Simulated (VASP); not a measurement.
# AlGa2 (P6_3/mmc) in VASP: further runs, part 2 of 2

VASP 6.6.1. The steps go on from the part before.

## 4. Single point, PBE

This run uses another cell than the first one, of 18.06 Å³/atom.

The input, INCAR:

```
SYSTEM = AlGa2
PREC     = Accurate       ! precision mode
ENCUT    = 520            ! plane-wave cutoff, eV
EDIFF    = 1E-6           ! SCF threshold, eV
ISMEAR   = 0              ! smearing method
SIGMA    = 0.1            ! smearing width, eV
LREAL    = .False.        ! projectors in reciprocal space
LASPH    = .True.         ! aspherical terms in the spheres
NELM     = 80             ! most SCF steps
ALGO     = Normal         ! electronic algorithm
ISIF     = 2              ! what is computed and relaxed
LWAVE    = .False.        ! write WAVECAR
LCHARG   = .True.         ! write CHGCAR
GGA      = PE             ! functional
LELF     = .True.         ! ELF
LVHAR    = .True.       
NBANDS   = 38             ! bands
```

The input, KPOINTS:

```
regular mesh
0
Gamma
  6 6 2
  0 0 0
```

The input, POSCAR:

```
AlGa2
1.0
    2.9676486405      0.0000000000      0.0000000000
   -1.4838243202      2.5700591122      0.0000000000
    0.0000000000      0.0000000000     14.2082188945
Al Ga
2 4
Direct
    0.0000000000      0.0000000000      0.0000000000
    0.0000000000      0.0000000000      0.5000000000
    0.3333333333      0.6666666667      0.8430445496
    0.3333333333      0.6666666667      0.6569554504
    0.6666666667      0.3333333333      0.1569554504
    0.6666666667      0.3333333333      0.3430445496
```

Potentials or basis: VASP PAW PBE potentials, release 64 (Al, Ga_d).

Run with:

```
cat potpaw_PBE.64/Al/POTCAR potpaw_PBE.64/Ga_d/POTCAR > POTCAR
mpirun -np 1 vasp_std > vasp.out
```

OUTCAR:

```text
SYSTEM = AlGa2
   PREC = Accurate
   ENCUT = 520
   EDIFF = 1E-6
   ISMEAR = 0
   LREAL = .False.
   LASPH = .True.
   NELM = 80
   ISIF = 2
   GGA = PE

 ion  position               nearest neighbor table
   1  0.000  0.000  0.000-   3 2.81   5 2.81   3 2.81   5 2.81   5 2.81   3 2.81
   2  0.000  0.000  0.500-   4 2.81   6 2.81   4 2.81   6 2.81   6 2.81   4 2.81
   3  0.333  0.667  0.843-   4 2.64   1 2.81   1 2.81   1 2.81
   4  0.333  0.667  0.657-   3 2.64   2 2.81   2 2.81   2 2.81
   5  0.667  0.333  0.157-   6 2.64   1 2.81   1 2.81   1 2.81
[... 772 lines left out ...]
  -------------------------------------------------------------------------------------
  Total       -0.0128712     -0.0128712      0.0196029     -0.0000000      0.0000000      0.0000000
  in kB       -0.1902978     -0.1902978      0.2898256     -0.0000000      0.0000000      0.0000000
  external PRESSURE =      -0.0302567 kB  Pullay stress =       0.0000000 kB

 VOLUME and BASIS-vectors are now :
 -----------------------------------------------------------------------------
  energy-cutoff  :      520.00
  volume of cell :      108.37
      direct lattice vectors                 reciprocal lattice vectors
     2.967648641  0.000000000  0.000000000     0.336967115  0.194548054  0.000000000
    -1.483824320  2.570059112  0.000000000     0.000000000  0.389096109  0.000000000
     0.000000000  0.000000000 14.208218894     0.000000000  0.000000000  0.070381799

 POSITION                                       TOTAL-FORCE (eV/Angst)
 -----------------------------------------------------------------------------------
      0.00000      0.00000      0.00000        -0.000000      0.000000      0.000000
      0.00000      0.00000      7.10411        -0.000000      0.000000      0.000000
     -0.00000      1.71337     11.97816        -0.000000      0.000000      0.012177
     -0.00000      1.71337      9.33417        -0.000000     -0.000000     -0.012177
      1.48382      0.85669      2.23006         0.000000     -0.000000     -0.012177
      1.48382      0.85669      4.87405         0.000000      0.000000      0.012177
 -----------------------------------------------------------------------------------
    total drift:                                0.000000     -0.000000      0.000000

  FREE ENERGIE OF THE ION-ELECTRON SYSTEM (eV)
  ---------------------------------------------------
  free  energy   TOTEN  =       -19.2095600982 eV

  energy  without entropy=      -19.1959723991  energy(sigma->0) =      -19.20276625
```

OSZICAR:

```text
N       E                     dE             d eps       ncg     rms          rms(c)
DAV:   1     0.429358326041E+03    0.42936E+03   -0.26838E+04  1088   0.251E+03
DAV:   2     0.396776407498E+02   -0.38968E+03   -0.37812E+03  1078   0.566E+02
DAV:   3    -0.170276051689E+02   -0.56705E+02   -0.55443E+02  1208   0.156E+02
DAV:   4    -0.193780807497E+02   -0.23505E+01   -0.23108E+01  1340   0.330E+01
DAV:   5    -0.194407531763E+02   -0.62672E-01   -0.62651E-01  1514   0.547E+00    0.271E+00
DAV:   6    -0.192500290421E+02    0.19072E+00   -0.44592E-01  1412   0.683E+00    0.150E+00
DAV:   7    -0.192155715397E+02    0.34458E-01   -0.72824E-02  1284   0.187E+00    0.501E-01
DAV:   8    -0.192097444451E+02    0.58271E-02   -0.11547E-02  1248   0.803E-01    0.157E-01
DAV:   9    -0.192095672902E+02    0.17715E-03   -0.10980E-03  1410   0.208E-01    0.472E-02
DAV:  10    -0.192095597513E+02    0.75390E-05   -0.18840E-04  1426   0.131E-01    0.144E-02
DAV:  11    -0.192095619832E+02   -0.22320E-05   -0.21204E-05  1482   0.356E-02    0.408E-03
DAV:  12    -0.192095600936E+02    0.18896E-05   -0.24089E-06   902   0.138E-02    0.257E-03
DAV:  13    -0.192095600982E+02   -0.45620E-08   -0.84025E-07   672   0.987E-03
   1 F= -.19209560E+02 E0= -.19202766E+02  d E =-.135877E-01
```

It took 32 s on 1 thread of Intel Xeon 6975P-C (Granite Rapids), shared host; peak memory 0.25 GiB.

What came out:

* Free energy: -19.2096 eV
* Pressure: 0.0 GPa
* Largest force: 0.012 eV/Å
* Band gap on the k mesh: zero (bands 29 and 30 overlap by 5.95 eV)

Forces on the atoms (eV/Å):
```
Al   0.000  0.000  0.000
Al   0.000  0.000  0.000
Ga   0.000  0.000  0.012
Ga   0.000  0.000 -0.012
Ga   0.000  0.000 -0.012
Ga   0.000  0.000  0.012
```

Levels at points of the mesh, in eV from the Fermi level:
| k point | band 24 | band 25 | band 26 | band 27 | band 28 | band 29 | band 30 | band 31 | band 32 | band 33 |
| --- | --- | --- | --- | --- | --- | --- | --- | --- | --- | --- |
| (0.00, 0.00, 0.00) | -8.59 | -7.37 | -4.27 | -3.96 | 0.84 | 1.31 | 6.78 | 8.33 | 9.59 | 9.59 |
| (0.50, 0.00, 0.00) | -4.73 | -4.34 | -4.00 | -2.76 | -2.73 | -2.29 | -1.28 | 0.97 | 1.42 | 1.65 |
| (0.00, 0.00, 0.50) | -9.43 | -6.15 | -6.15 | -1.69 | -1.69 | 4.13 | 4.13 | 9.65 | 9.65 | 9.65 |
| (0.50, 0.00, 0.50) | -4.97 | -3.74 | -3.74 | -3.42 | -3.42 | -1.11 | -1.11 | 0.21 | 0.21 | 3.35 |

Caveat: the k points lie up to 0.41 Å⁻¹ apart, too coarse for converged energies and pressures of a metal.

## 5. Relaxation of cell and atoms, PBE

This run uses another cell than the first one.

The input, INCAR:

```
SYSTEM = AlGa2
PREC = Accurate
ENCUT = 600
EDIFF = 1E-7
ISMEAR = 0
SIGMA = 0.1
LREAL = .FALSE.
LASPH = .TRUE.
NELM = 100
ALGO = Normal
ISIF = 3
LWAVE = .FALSE.
LCHARG = .FALSE.
GGA = PE
IBRION = 2
NSW = 90
EDIFFG = -0.04
```

The input, KPOINTS:

```
regular mesh
0
G
  6 6 1
  0 0 0
```

The input, POSCAR:

```
AlGa2
1.0
    2.8704078700      0.0000000000      0.0000000000
   -1.4352039300      2.4858461300      0.0000000000
    0.0000000000      0.0000000000     19.7028820300
Al Ga
2 4
Direct
    0.0000000000      0.0000000000      0.0000000000
    0.0000000000      0.0000000000      0.5000000000
    0.3333333300      0.6666666700      0.9363430100
    0.3333333300      0.6666666700      0.5636569900
    0.6666666700      0.3333333300      0.0636569900
    0.6666666700      0.3333333300      0.4363430100
```

Potentials or basis: VASP PAW PBE potentials, release 64 (Al, Ga_d).

Run with:

```
cat potpaw_PBE.64/Al/POTCAR potpaw_PBE.64/Ga_d/POTCAR > POTCAR
mpirun -np 1 vasp_std > vasp.out
```

OUTCAR:

```text
SYSTEM = AlGa2
   PREC = Accurate
   ENCUT = 600
   EDIFF = 1E-7
   ISMEAR = 0
   LREAL = .FALSE.
   LASPH = .TRUE.
   NELM = 100
   ISIF = 3
   GGA = PE
   IBRION = 2
   NSW = 90
   EDIFFG = -0.04

 ion  position               nearest neighbor table
   1  0.000  0.000  0.000-   3 2.08   5 2.08   3 2.08   5 2.08   5 2.08   3 2.08
   2  0.000  0.000  0.500-   4 2.08   6 2.08   4 2.08   6 2.08   6 2.08   4 2.08
   3  0.333  0.667  0.936-   1 2.08   1 2.08   1 2.08
   4  0.333  0.667  0.564-   2 2.08   2 2.08   2 2.08
   5  0.667  0.333  0.064-   1 2.08   1 2.08   1 2.08
   6  0.667  0.333  0.436-   2 2.08   2 2.08   2 2.08

  LATTYP: Found a hexagonal cell.
 ALAT       =     2.8704078700
 C/A-ratio  =     6.8641401927

  Lattice vectors:

 A1 = (   2.8704078700,   0.0000000000,   0.0000000000)
 A2 = (  -1.4352039300,   2.4858461300,   0.0000000000)
 A3 = (   0.0000000000,   0.0000000000,  19.7028820300)

[... 551 lines left out ...]

[... ionic steps 4 to 11 ...]

--------------------------------------- Ionic step       12  -------------------------------------------

 number of electron      57.9999966 magnetization

------------------------ aborting loop because EDIFF is reached ----------------------------------------
[... 75 lines left out ...]
--------------------------------------- Ionic step       14  -------------------------------------------

 number of electron      57.9999921 magnetization

 Free energy of the ion-electron system (eV)
  ---------------------------------------------------
  ext. energy  EPLUGINS =         0.00000000
  ---------------------------------------------------
  free energy    TOTEN  =       -18.48484297 eV

  energy without entropy =      -18.47299767  energy(sigma->0) =      -18.47892032

 E-fermi :   1.2596     XC(G=0):  -6.8497

 val. band max:        1.1920672257   @ k =   0.3333   0.0000   0.0000
 cond. band min:       1.4876804047   @ k =   0.5000   0.0000   0.0000
 fundamental gap:      0.2956131790
 Fermi energy:         1.2596266845

 k-point     1 :       0.0000    0.0000    0.0000
  band No.  band energies     occupation
      1     -13.2078      2.00000
      2     -13.2078      2.00000
      3     -13.2012      2.00000
      4     -13.2012      2.00000
      5     -13.1051      2.00000
      6     -13.1050      2.00000
[... 281 lines left out ...]
  FREE ENERGIE OF THE ION-ELECTRON SYSTEM (eV)
  ---------------------------------------------------
  free  energy   TOTEN  =       -18.4848429723 eV

  energy  without entropy=      -18.4729976676  energy(sigma->0) =      -18.47892032

 reached required accuracy - stopping structural energy minimisation
```

CONTCAR:

```text
AlGa2
   1.00000000000000
     2.9003724356218510   -0.0000000004875918   -0.0000000000000000
    -1.4501862131809968    2.5117962060214163    0.0000000000000000
     0.0000000000000000    0.0000000000000000   27.0971067457613266
  Al              Ga
     2     4
Direct
     0.0000000000000000    1.0000000000000000    0.0000000000000000
     0.0000000000000000    1.0000000000000000    0.5000000000000000
     0.3333333300000021    0.6666666699999979    0.9146123135515601
     0.3333333300000021    0.6666666699999979    0.5853876864484399
     0.6666666699999979    0.3333333300000021    0.0853876864484400
     0.6666666699999979    0.3333333300000021    0.4146123135515600

  0.00000000E+00  0.00000000E+00  0.00000000E+00
  0.00000000E+00  0.00000000E+00  0.00000000E+00
  0.00000000E+00  0.00000000E+00  0.00000000E+00
  0.00000000E+00  0.00000000E+00  0.00000000E+00
  0.00000000E+00  0.00000000E+00  0.00000000E+00
  0.00000000E+00  0.00000000E+00  0.00000000E+00
```

Run time: 6.6 min. Hardware: 1 thread of Intel Xeon 6975P-C (Granite Rapids), shared host; peak memory 0.31 GiB.

What came out:

- Free energy: -18.4848 eV
- Relaxed cell: a = 2.900 Å, b = 2.900 Å, c = 27.097 Å, α = 90.00°, β = 90.00°, γ = 120.00°
- Space group after relaxing (to 0.1 Å): P6_3/mmc (No. 194)
- Energy gained by relaxing: 2788.7 meV/atom
- Ionic steps: 14
- Pressure after relaxing: 0.0 GPa
- Band gap on the k mesh: zero (bands 29 and 30 overlap by 3.77 eV)

Stress tensor (GPa, compression positive):
```
 0.02  0.00  0.00
 0.00  0.02  0.00
 0.00  0.00 -0.13
```

The path:
| step | energy change (eV) | largest force (eV/Å) | pressure (GPa) | volume (Å³) |
| --- | --- | --- | --- | --- |
| 1 | 0.0000 | 9.8863 | 58.16 | 140.59 |
| 2 | -11.0697 | 0.5811 | -3.46 | 394.36 |
| 3 | -14.2514 | 0.1894 | -0.96 | 243.68 |
| 4 | -14.2607 | 0.2360 | -0.76 | 241.24 |
| 5 | -14.2663 | 0.3431 | -0.27 | 236.22 |
| 6 | -14.2662 | 0.2928 | -0.52 | 238.48 |
| 7 | -14.4349 | 0.6498 | -1.00 | 236.25 |
| 8 | -15.3103 | 0.7143 | -1.36 | 228.89 |
| 9 | -16.6398 | 0.1021 | -1.71 | 211.43 |
| 10 | -16.6824 | 0.1704 | -1.37 | 207.45 |
| 11 | -16.5294 | 0.1202 | 3.18 | 181.56 |
| 12 | -16.7222 | 0.0794 | -0.24 | 198.96 |
| 13 | -16.7223 | 0.0758 | -0.17 | 198.60 |
| 14 | -16.7324 | 0.0013 | -0.03 | 197.41 |

Final structure:
```cif
data_structure
_symmetry_space_group_name_H-M 'P 1'
_symmetry_Int_Tables_number 1
_cell_length_a 2.9004
_cell_length_b 2.9004
_cell_length_c 27.0971
_cell_angle_alpha 90.000
_cell_angle_beta 90.000
_cell_angle_gamma 120.000
_cell_volume 197.41
loop_
_atom_site_label
_atom_site_type_symbol
_atom_site_fract_x
_atom_site_fract_y
_atom_site_fract_z
_atom_site_occupancy
Al1 Al 0.00000 0.00000 0.00000 1
Al2 Al 0.00000 0.00000 0.50000 1
Ga1 Ga 0.33333 0.66667 0.91461 1
Ga2 Ga 0.33333 0.66667 0.58539 1
Ga3 Ga 0.66667 0.33333 0.08539 1
Ga4 Ga 0.66667 0.33333 0.41461 1
```

Levels at points of the mesh, in eV from the Fermi level:
```tsv
k point	band 25	band 26	band 27	band 28	band 29	band 30	band 31	band 32
(0.00, 0.00, 0.00)	-5.95	-5.95	-2.43	-2.43	1.22	1.30	3.45	4.28
(0.50, 0.00, 0.00)	-2.94	-2.94	-2.88	-2.88	-0.47	-0.47	0.23	0.23
```

Caveat: the k points lie up to 0.42 Å⁻¹ apart in the final cell, too coarse for converged energies and pressures of a metal; the volume moved by over 15 % at a fixed basis, so the end points are rough; the relaxation moved the vacuum too, so the length across it says nothing of the material.

## 6. Single point, PBE

This run uses another cell than the first one, of 17.91 Å³/atom.

The input, INCAR:

```
SYSTEM = AlGa2
  ALGO = Fast
  EDIFF = 1E-7
  ENCUT = 520
  GGA = PE
  ISIF = 2
  ISMEAR = 0
  LASPH = .True.
  LCHARG = .True.
  LELF = .True.
  LREAL = .False.
  LVHAR = .True.
  LWAVE = .False.
  NBANDS = 38
  NELM = 100
  PREC = Accurate
  SIGMA = 0.1
```

The input, KPOINTS:

```
k-points
0
Gamma
  12 12 4
  0 0 0
```

The input, POSCAR:

```
AlGa2
1.0
    2.9459528056      0.0000000000      0.0000000000
   -1.4729764028      2.5512699680      0.0000000000
    0.0000000000      0.0000000000     14.2994880272
Al Ga
2 4
Direct
    0.0000000000      0.0000000000      0.0000000000
    0.0000000000      0.0000000000      0.5000000000
    0.3333333333      0.6666666667      0.8424185722
    0.3333333333      0.6666666667      0.6575814278
    0.6666666667      0.3333333333      0.1575814278
    0.6666666667      0.3333333333      0.3424185722
```

Potentials or basis: VASP PAW PBE potentials, release 64 (Al, Ga_d).

Run with:

```
cat potpaw_PBE.64/Al/POTCAR potpaw_PBE.64/Ga_d/POTCAR > POTCAR
mpirun -np 1 vasp_std > vasp.out
```

Wall time 2.3 min (1 thread of Intel Xeon 6975P-C (Granite Rapids), shared host); peak memory 0.35 GiB.

Results (log left out):

| Property | Result |
| --- | --- |
| Free energy | -19.0625 eV |
| Pressure | 0.1 GPa |
| Largest force | 0.004 eV/Å |
| Band gap on the k mesh | zero (bands 29 and 30 overlap by 5.85 eV) |

Forces in eV/Å, atoms in the order of the input:
```
Al   0.000  0.000  0.000
Al   0.000  0.000  0.000
Ga   0.000  0.000  0.004
Ga   0.000  0.000 -0.004
Ga   0.000  0.000 -0.004
Ga   0.000  0.000  0.004
```

Stress tensor (GPa, compression positive):
```
0.03 0.00 0.00
0.00 0.03 0.00
0.00 0.00 0.12
```

Levels at points of the mesh, in eV from the Fermi level:
```
           k point  band 27  band 28  band 29  band 30  band 31  band 32
(0.00, 0.00, 0.00)    -4.08     0.64     1.06     6.51     8.01     9.83
(0.50, 0.00, 0.00)    -2.78    -2.77    -2.33    -1.33     0.86     1.31
(0.00, 0.00, 0.50)    -1.88    -1.88     3.87     3.87     9.91     9.91
(0.50, 0.00, 0.50)    -3.45    -3.45    -1.16    -1.16     0.13     0.13
```

## 7. The runs side by side

| task | cell | k mesh | cutoff (eV) | gap on the mesh (eV) | pressure (GPa) | largest force (eV/Å) |
| --- | --- | --- | --- | --- | --- | --- |
| single point | a = 3.014, b = 3.014, c = 13.832 Å, angles 90.0, 90.0, 120.0°, 6 atoms, atomic positions A | 6 × 6 × 1 | 520 | none | -0.2 | 0.01 |
| single point | a = 2.870, b = 2.870, c = 19.703 Å, angles 90.0, 90.0, 120.0°, 6 atoms, atomic positions B | 6 × 6 × 1 | 520 | none | 58.2 | 9.89 |
| single point | a = 2.968, b = 2.968, c = 14.208 Å, angles 90.0, 90.0, 120.0°, 6 atoms, atomic positions C | 6 × 6 × 2 | 520 | none | 0.0 | 0.01 |
| relaxation of cell and atoms | relaxed from a = 2.870, b = 2.870, c = 19.703 Å, angles 90.0, 90.0, 120.0°, 6 atoms, atomic positions B | 6 × 6 × 1 | 600 | none | 0.0 | - |
| single point | a = 2.946, b = 2.946, c = 14.299 Å, angles 90.0, 90.0, 120.0°, 6 atoms, atomic positions D | 12 × 12 × 4 | 520 | none | 0.1 | - |

Alike in all rows: level PBE; potentials or basis VASP PAW PBE potentials, release 64 (Al, Ga_d); no spin polarisation; smearing gaussian 0.1 eV.

Caveats: some runs use coarse meshes; forces of over 1 eV/Å act on the atoms, so gaps and moduli don't describe the material at rest (at least some runs); the volume moved by over 15 % at a fixed basis, so the end points are rough (at least some runs); the relaxation moved the vacuum too, so the length across it says nothing of the material (at least some runs).

Absolute energies hang on the potentials; compare differences alone.

The gap in the log of VASP goes by the Fermi energy; the results here count the filled bands.